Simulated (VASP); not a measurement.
# Ti12H2C in VASP: single point with PBE

Aim: the single point of Ti12H2C with PBE.

Everything below comes from runs of VASP 6.6.1. Logs are shortened: lines on timing, memory, paths and dates and some standing lists are left out, and cuts for length are marked.

### 1 The cell of the first run

The cell holds a slab with vacuum, 15 atoms: a = 5.900 Å, b = 5.900 Å, c = 17.685 Å, α = 90.00°, β = 90.00°, γ = 60.00°.

### 2 Single point, PBE

INCAR

```
  ALGO = Normal
  EDIFF = 1E-6
  ENCUT = 520
  GGA = PE
  ISIF = 2
  ISMEAR = 0
  LASPH = T
  LCHARG = T
  LELF = T
  LREAL = Auto
  LVHAR = T
  LWAVE = F
  NBANDS = 88
  NELM = 100
  PREC = Accurate
  SIGMA = 0.05
```

KPOINTS

```
k-points
0
Gamma
  4 4 1
```

POSCAR

```
Ti12H2C
1.0
    5.9000000000      0.0000000000      0.0000000000
    2.9500000000      5.1095500000      0.0000000000
    0.0000000000      0.0000000000     17.6846000000
Ti C H
12 1 2
Direct
    0.0000000000      0.0000000000      0.0565463737
    0.5000000000      0.0000000000      0.0565463737
    0.0000000000      0.5000000000      0.0565463737
    0.5000000000      0.5000000000      0.0565463737
   -0.1746288938      0.3307191436      0.1799549891
    0.3282782363      0.3286442055      0.1814738812
   -0.1725555301      0.8309130941      0.1804392522
    0.3276510654      0.8297544794      0.1795351888
   -0.0079401707     -0.0013359298      0.3086134829
    0.4912017398     -0.0088614457      0.3063368694
   -0.0086232603      0.5015705884      0.3094311435
    0.4926995349      0.4990897437      0.3096876378
    1.1921613038      0.7018326467      0.3866233898
    1.0350224870      0.8494536701      0.4240515477
    1.3371772431      0.5489322935      0.4256135282
```

Potentials or basis: VASP PAW PBE potentials, release 64 (Ti_sv, C, H).

Command:

```console
$ cat potpaw_PBE.64/Ti_sv/POTCAR potpaw_PBE.64/C/POTCAR potpaw_PBE.64/H/POTCAR > POTCAR
$ mpirun -np 1 vasp_std > vasp.out
```

OUTCAR:

```text
EDIFF = 1E-6
   ENCUT = 520
   GGA = PE
   ISIF = 2
   ISMEAR = 0
   LASPH = T
   LREAL = Auto
   NELM = 100
   PREC = Accurate

 ion  position               nearest neighbor table
   1  0.000  0.000  0.057-   8 2.74   5 2.76   7 2.80
   2  0.500  0.000  0.057-   7 2.76   6 2.78   8 2.79
   3  0.000  0.500  0.057-   7 2.77   6 2.77   5 2.80
   4  0.500  0.500  0.057-   5 2.74   8 2.75   6 2.82
   5  0.825  0.331  0.180-   4 2.74   1 2.76   3 2.80   9 2.84  12 2.86  11 2.86
   6  0.328  0.329  0.181-   3 2.77   2 2.78  10 2.80   4 2.82  12 2.84  11 2.84
   7  0.827  0.831  0.180-   2 2.76   3 2.77   1 2.80  10 2.81   9 2.83  11 2.83
   8  0.328  0.830  0.180-   1 2.74   4 2.75  10 2.79   2 2.79   9 2.85  12 2.86
   9  0.992  0.999  0.309-  13 2.07   7 2.83   5 2.84   8 2.85
  10  0.491  0.991  0.306-   8 2.79   6 2.80   7 2.81  12 2.90  11 2.92
  11  0.991  0.502  0.309-  13 2.46   7 2.83   6 2.84   5 2.86  10 2.92
  12  0.493  0.499  0.310-  13 2.07   6 2.84   8 2.86   5 2.86  10 2.90
  13  0.192  0.702  0.387-  14 1.12  15 1.12   9 2.07  12 2.07  11 2.46
  14  0.035  0.849  0.424-  13 1.12
  15  0.337  0.549  0.426-  13 1.12

  LATTYP: Found a hexagonal cell.
 ALAT       =     5.9000001019
 C/A-ratio  =     2.9973897787

  Lattice vectors:

 A1 = (  -2.9500000000,  -5.1095500000,   0.0000000000)
 A2 = (   5.9000000000,   0.0000000000,   0.0000000000)
 A3 = (   0.0000000000,   0.0000000000,  17.6846000000)

Analysis of symmetry for initial positions (statically):
=====================================================================
 Subroutine PRICEL returns:
 Original cell was already a primitive cell.

 Routine SETGRP: Setting up the symmetry group for a
 hexagonal supercell.

 Subroutine GETGRP returns: Found  1 space group operations
 (whereof  1 operations were pure point group operations)
 out of a pool of 24 trial point group operations.

The static configuration has the point symmetry C_1 .

Analysis of symmetry for dynamics (positions and initial velocities):
=====================================================================
 Subroutine PRICEL returns:
 Original cell was already a primitive cell.

 Routine SETGRP: Setting up the symmetry group for a
 hexagonal supercell.

 Subroutine GETGRP returns: Found  1 space group operations
 (whereof  1 operations were pure point group operations)
 out of a pool of 24 trial point group operations.

The dynamic configuration has the point symmetry C_1 .

 Subroutine INISYM returns: Found  1 space group operations
 (whereof  1 operations are pure point group operations),
 and found     1 'primitive' translations

----------------------------------------------------------------------------------------

                                     Primitive cell

  volume of cell :     533.1261

  direct lattice vectors                    reciprocal lattice vectors
     5.900000000  0.000000000  0.000000000     0.169491525 -0.097855976  0.000000000
     2.950000000  5.109550000  0.000000000     0.000000000  0.195711951  0.000000000
     0.000000000  0.000000000 17.684600000     0.000000000  0.000000000  0.056546374

  length of vectors
     5.900000000  5.900000102 17.684600000     0.195711955  0.195711951  0.056546374

  position of ions in fractional coordinates (direct lattice)
     0.000000000  0.000000000  0.056546374
     0.500000000  0.000000000  0.056546374
     0.000000000  0.500000000  0.056546374
     0.500000000  0.500000000  0.056546374
     0.825371106  0.330719144  0.179954989
     0.328278236  0.328644205  0.181473881
     0.827444470  0.830913094  0.180439252
     0.327651065  0.829754479  0.179535189
     0.992059829  0.998664070  0.308613483
     0.491201740  0.991138554  0.306336869
     0.991376740  0.501570588  0.309431143
     0.492699535  0.499089744  0.309687638
     0.192161304  0.701832647  0.386623390
     0.035022487  0.849453670  0.424051548
     0.337177243  0.548932294  0.425613528

  ion indices of the primitive-cell ions
   primitive index   ion index
                 1           1
                 2           2
                 3           3
                 4           4
                 5           5
                 6           6
                 7           7
                 8           8
                 9           9
                10          10
                11          11
                12          12
                13          13
                14          14
                15          15

----------------------------------------------------------------------------------------

 KPOINTS: k-points

Automatic generation of k-mesh.
 Grid dimensions read from file:
 generate k-points for:    4    4    1

 Generating k-lattice:

  Cartesian coordinates                     Fractional coordinates (reciprocal lattice)
     0.042372881 -0.024463994  0.000000000     0.250000000  0.000000000  0.000000000
     0.000000000  0.048927988  0.000000000     0.000000000  0.250000000  0.000000000
     0.000000000  0.000000000  0.056546374     0.000000000  0.000000000  1.000000000

  Length of vectors
     0.048927989  0.048927988  0.056546374

  Shift w.r.t. Gamma in fractional coordinates (k-lattice)
     0.000000000  0.000000000  0.000000000

 Subroutine IBZKPT returns following result:
 ===========================================

 Found     10 irreducible k-points:

 Following reciprocal coordinates:
            Coordinates               Weight
  0.000000  0.000000  0.000000      1.000000
  0.250000  0.000000  0.000000      2.000000
  0.250000  0.250000  0.000000      2.000000
  0.000000  0.250000  0.000000      2.000000
  0.500000  0.000000  0.000000      1.000000
  0.500000  0.500000  0.000000      1.000000
  0.000000  0.500000  0.000000      1.000000
  0.500000  0.250000  0.000000      2.000000
  0.250000  0.500000  0.000000      2.000000
 -0.250000  0.250000  0.000000      2.000000
   k-points           NKPTS =     10   k-points in BZ     NKDIM =     10   number of bands    NBANDS=     88
   number of dos      NEDOS =    301   number of ions     NIONS =     15
   total plane-waves  NPLWV = 322560
   dimension x,y,z NGX =    48 NGY =   48 NGZ =  140
   dimension x,y,z NGXF=    96 NGYF=   96 NGZF=  280
   ions per type =              12   1   2
   NGX,Y,Z   is equivalent  to a cutoff of  13.53, 13.53, 13.16 a.u.
   NGXF,Y,Z  is equivalent  to a cutoff of  27.05, 27.05, 26.32 a.u.
 SYSTEM =  unknown system
   PREC   = accura    normal or accurate (medium, high low for compatibility)
   ISTART =      0    job   : 0-new  1-cont  2-samecut
   ICHARG =      2    charge: 1-file 2-atom 10-const
   ISPIN  =      1    spin polarized calculation?
   LNONCOLLINEAR =      F non collinear calculations
   LSORBIT =      F    spin-orbit coupling
   LASPH  =      T    aspherical Exc in radial PAW
   ENCUT  =  520.0 eV  38.22 Ry    6.18 a.u.  10.97 10.97 32.88*2*pi/ulx,y,z
   NELM   =    100;   NELMIN=  2; NELMDL= -5     # of ELM steps
   EDIFF  = 0.1E-05   stopping-criterion for ELM
   LREAL  =      T    real-space projection
   EDIFFG = 0.1E-04   stopping-criterion for IOM
   NSW    =      0    number of steps for IOM
   IBRION =     -1    ionic relax: 0-MD 1-quasi-New 2-CG
   NFREE  =      0    steps in history (QN), initial steepest desc. (CG)
   ISIF   =      2    stress and relaxation
   ISYM   =      2    0-nonsym 1-usesym 2-fastsym
   POTIM  = 0.5000    time-step for ionic-motion
   TEBEG  =    0.0;   TEEND  =   0.0 temperature during run
   PSTRESS=    0.0 pullay stress
   NELECT =     150.0000    total number of electrons
   NUPDOWN=      -1.0000    fix difference up-down
   EMIN   =  10.00;   EMAX   =-10.00  energy-range for DOS
   EFERMI =   0.00;   METHOD = LEGACY
   ISMEAR =     0;   SIGMA  =   0.05  broadening in eV -4-tet -1-fermi 0-gaus
   EFERMI_NEDOS =   21; number of points for ismear=-14 and -15
   IALGO  =     38    algorithm
   IMIX   =      4    mixing-type and parameters
     AMIX     =   0.40;   BMIX     =  1.00
     AMIX_MAG =   1.60;   BMIX_MAG =  1.00
  volume/ion in A,a.u.               =      35.54       239.85
  Fermi-wavevector in a.u.,A,eV,Ry     =   1.072742  2.027188 15.657250  1.150775
  Thomas-Fermi vector in A             =   2.208521
   LORBIT       =      0    0 simple, 1 ext, 2 COOP (PROOUT), +10 PAW based schemes
   GGA     = PE    functional components
   LHFCALC =     F    Hartree Fock is set to
   AEXX    =    0.0000 exact exchange contribution
   IVDW    =     0    specifies the selected vdW correction
   LEPSILON=     F    determine dielectric tensor
   LRPA    =     F    only Hartree local field effects (RPA)
 non-spin polarized calculation
 Gauss-broadening in eV      SIGMA  =   0.05
  energy-cutoff  :      520.00
  volume of cell :      533.13
 maximum number of plane-waves:     14391
 NGX is ok and might be reduce to    48
   NGX = 21   NGY = 21   NGZ = 65

 number of electron     149.9999997 magnetization

 Free energy of the ion-electron system (eV)
  ---------------------------------------------------
  ext. energy  EPLUGINS =         0.00000000
  ---------------------------------------------------
  free energy    TOTEN  =      -103.92795863 eV

  energy without entropy =     -103.90133988  energy(sigma->0) =     -103.91464926

 E-fermi :   1.0858     XC(G=0):  -5.8401

 val. band max:        1.0785109134   @ k =   0.0000   0.5000   0.0000
 cond. band min:       1.0949005679   @ k =   0.5000   0.0000   0.0000
 fundamental gap:      0.0163896546
 Fermi energy:         1.0858338334

 k-point     1 :       0.0000    0.0000    0.0000
  band No.  band energies     occupation
      1     -55.8218      2.00000
      2     -55.7823      2.00000
      3     -55.7699      2.00000
      4     -55.7154      2.00000
      5     -55.7064      2.00000
      6     -55.7051      2.00000
[... 79 lines left out ...]
     86       2.1575      0.00000
     87       2.1746      0.00000

 k-point     2 :       0.2500    0.0000    0.0000
  band No.  band energies     occupation
      1     -55.8136      2.00000
      2     -55.7754      2.00000
      3     -55.7716      2.00000
      4     -55.7209      2.00000
      5     -55.7089      2.00000
      6     -55.7043      2.00000
[... 709 lines left out ...]
     86       1.9825      0.00000
     87       2.0593      0.00000

 k-point    10 :      -0.2500    0.2500    0.0000
  band No.  band energies     occupation
      1     -55.8014      2.00000
      2     -55.7841      2.00000
      3     -55.7546      2.00000
      4     -55.7265      2.00000
      5     -55.7246      2.00000
      6     -55.7012      2.00000
[... 79 lines left out ...]
     86       1.9636      0.00000
     87       2.0667      0.00000
 [bands above 87 left out]

------------------------ aborting loop because EDIFF is reached ----------------------------------------

  FORCE on cell =-STRESS in cart. coord.  units (eV):
  Direction    XX          YY          ZZ          XY          YZ          ZX
  --------------------------------------------------------------------------------------
  -------------------------------------------------------------------------------------
  Total       -4.6238270     -3.4798132     -0.2114472     -0.9561904      0.2714470      0.7660815
  in kB      -13.8957585    -10.4577102     -0.6354517     -2.8735918      0.8157664      2.3022667
  external PRESSURE =      -8.3296401 kB  Pullay stress =       0.0000000 kB

 VOLUME and BASIS-vectors are now :
 -----------------------------------------------------------------------------
  energy-cutoff  :      520.00
  volume of cell :      533.13
      direct lattice vectors                 reciprocal lattice vectors
     5.900000000  0.000000000  0.000000000     0.169491525 -0.097855976  0.000000000
     2.950000000  5.109550000  0.000000000     0.000000000  0.195711951  0.000000000
     0.000000000  0.000000000 17.684600000     0.000000000  0.000000000  0.056546374

 POSITION                                       TOTAL-FORCE (eV/Angst)
 -----------------------------------------------------------------------------------
      0.00000      0.00000      1.00000        -0.077190     -0.026917      0.000203
      2.95000      0.00000      1.00000         0.010389      0.043996     -0.070103
      1.47500      2.55477      1.00000         0.039139     -0.000232      0.094733
      4.42500      2.55477      1.00000        -0.132740     -0.060739      0.027623
      5.84531      1.68983      3.18243         0.005860     -0.006332     -0.003842
      2.90634      1.67922      3.20929         0.000616     -0.001402     -0.016063
      7.33312      4.24559      3.19100         0.007439     -0.000970      0.011670
      4.38092      4.23967      3.17501         0.008538      0.000823     -0.009490
      8.79921      5.10272      5.45771         0.020549      0.028389     -0.015285
      5.82195      5.06427      5.41745        -0.003081      0.012632     -0.020816
      7.32876      2.56280      5.47217         0.021282     -0.009554     -0.008829
      4.37924      2.55012      5.47670         0.022587     -0.004745     -0.030222
      3.20416      3.58605      6.83728         0.006348     -0.034222      0.012854
      2.71252      4.34033      7.49918         0.022190      0.064814      0.031156
      3.60870      2.80480      7.52681         0.048074     -0.005540     -0.003589
 -----------------------------------------------------------------------------------
    total drift:                                0.001769      0.007176      0.015515

  FREE ENERGIE OF THE ION-ELECTRON SYSTEM (eV)
  ---------------------------------------------------
  free  energy   TOTEN  =      -103.9279586349 eV

  energy  without entropy=     -103.9013398760  energy(sigma->0) =     -103.91464926
```

It took 38 min on 1 thread of AMD EPYC 9755, shared host; peak memory 0.77 GiB.

Results:

- Free energy: -103.9280 eV
- Largest force: 0.149 eV/Å
- Band gap on the k mesh: zero (bands 75 and 76 overlap by 0.60 eV)

Forces in eV/Å, atoms in the order of the input:
```
Ti  -0.077 -0.027  0.000
Ti   0.010  0.044 -0.070
Ti   0.039  0.000  0.095
Ti  -0.133 -0.061  0.028
Ti   0.006 -0.006 -0.004
Ti   0.001 -0.001 -0.016
Ti   0.007 -0.001  0.012
Ti   0.009  0.001 -0.009
Ti   0.021  0.028 -0.015
Ti  -0.003  0.013 -0.021
Ti   0.021 -0.010 -0.009
Ti   0.023 -0.005 -0.030
C    0.006 -0.034  0.013
H    0.022  0.065  0.031
H    0.048 -0.006 -0.004
```

Caveat: there is no dipole correction, which matters where the two faces differ.
